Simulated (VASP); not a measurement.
Write the native input for VASP 6.6.1 that does the following.

| Item | Value |
| --- | --- |
| Task | single point |
| Functional | PBE |
| Dispersion | D4 |
| Potentials or basis | VASP PAW PBE potentials, release 64 (Sn_d, O) |
| Cutoff | 520 eV |
| k mesh | 4 × 4 × 6 |
| Occupations | gaussian, width 0.01 eV |
| Spin | no spin polarisation |
| Dipole correction | no |
| Further INCAR settings | ALGO = Normal; EDIFF = 1e-06; NBANDS = 35 |

The structure of SnO2 (Cassiterite) lies in POSCAR:

```
SnO2
1.0
    4.8003492553      0.0000000000      0.0000000000
    0.0000000000      4.8003492553      0.0000000000
    0.0000000000      0.0000000000      3.2284324403
Sn O
2 4
Direct
    0.0000000000      0.0000000000      0.0000000000
    0.5000000000      0.5000000000      0.5000000000
    0.3071000000      0.3071000000      0.0000000000
    0.1929000000      0.8071000000      0.5000000000
    0.6929000000      0.6929000000      0.0000000000
    0.8071000000      0.1929000000      0.5000000000
```

One way to write it, as run:

INCAR

```
ALGO = Normal
EDIFF = 1E-6
ENCUT = 520
GGA = PE
ISIF = 2
ISMEAR = 0
IVDW = 13
LASPH = T
LCHARG = T
LELF = T
LREAL = F
LVHAR = T
LWAVE = F
NBANDS = 35
NELM = 80
PREC = Accurate
SIGMA = 0.01
```

KPOINTS

```
k-points
0
Gamma
  4 4 6
```

Potentials or basis: VASP PAW PBE potentials, release 64 (Sn_d, O).

Run with:

```sh
$ cat potpaw_PBE.64/Sn_d/POTCAR potpaw_PBE.64/O/POTCAR > POTCAR
$ mpirun -np 1 vasp_std > vasp.out
```

Results of the run:

```yaml
Pressure: 0.0 GPa
Largest_force: 0.141 eV/Å
Band_gap_on_the_k_mesh: 0.83 eV, direct
Dispersion_energy_per_atom: -0.260 eV
```

Caveat: spin-orbit coupling is left out, which moves the levels of the heavy elements.

Wall time 48 s on 1 thread of AMD EPYC 7R13 Processor (Zen 3), with other jobs on the host, peak memory 0.17 GiB.
